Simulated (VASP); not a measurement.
Set up this calculation in VASP 6.6.1, as the native input.

| Quantity | Value |
| --- | --- |
| Task | single point |
| Functional | r2SCAN |
| Potentials or basis | VASP PAW PBE potentials, release 64 (Si, C) |
| Cutoff | 520 eV |
| k mesh | 12 × 12 × 6 |
| Occupations | gaussian, width 0.02 eV |
| Spin | no spin polarisation |
| Dipole correction | no |
| Further INCAR settings | ALGO = Normal; EDIFF = 1e-06; NBANDS = 16 |

SiC:

```
CELL_PARAMETERS angstrom
2.95229 0.00000 0.00000
-1.47614 2.55675 0.00000
0.00000 0.00000 5.08645
ATOMIC_POSITIONS crystal
Si 0.33333 0.66667 0.50244
Si 0.66667 0.33333 0.00244
C 0.33333 0.66667 0.87256
C 0.66667 0.33333 0.37256
```

This cell differs from its parent crystal: biaxial strain in the a-b plane: -4.0 %, then relaxed in part.

The input as run:

POSCAR

```
SiC
1.0
    2.9522856689      0.0000000000      0.0000000000
   -1.4761428344      2.5567543885      0.0000000000
    0.0000000000      0.0000000000      5.0864539080
Si C
2 2
Direct
    0.3333333333      0.6666666667      0.5024430300
    0.6666666667      0.3333333333      1.0024430300
    0.3333333333      0.6666666667      0.8725569700
    0.6666666667      0.3333333333      0.3725569700
```

INCAR.step1

```
PREC = Accurate ; ENCUT = 520
ISMEAR = 0 ; SIGMA = 0.02
LREAL = False ; LASPH = True
NELM = 80 ; NBANDS = 16
GGA = PE ; ALGO = Normal
EDIFF = 1E-4 ; LWAVE = True
LCHARG = False
```

INCAR.step2

```
PREC = Accurate ; ENCUT = 520
EDIFF = 1E-6 ; ISMEAR = 0
SIGMA = 0.02 ; LREAL = False
LASPH = True ; NELM = 80
ALGO = Normal ; ISIF = 2
LWAVE = False ; LCHARG = False
METAGGA = R2SCAN ; LMIXTAU = True
NBANDS = 16 ; ISTART = 1
```

KPOINTS

```
Automatic mesh
0
Gamma
  12 12 6
```

Potentials or basis: VASP PAW PBE potentials, release 64 (Si, C).

Launch:

```sh
$ cat potpaw_PBE.64/Si/POTCAR potpaw_PBE.64/C/POTCAR > POTCAR
$ cp INCAR.step1 INCAR
$ mpirun -np 1 vasp_std > vasp.out
$ cp INCAR.step2 INCAR
$ mpirun -np 1 vasp_std > vasp.out
```

It gave:

The pressure is 19.6 GPa and the largest force is 0.004 eV/Å. The band gap on the k mesh is 2.09 eV, indirect (least direct gap 5.03 eV).

Caveat: the cell differs from its parent crystal (biaxial strain in the a-b plane: -4.0 %, then relaxed in part); the PAW data sets were made with another functional, which shifts forces and pressure a little.

Wall time 2.6 min on 1 thread of Intel(R) Xeon(R) Platinum 8375C CPU @ 2.90GHz (Ice Lake) (shared host), peak memory 0.18 GiB.
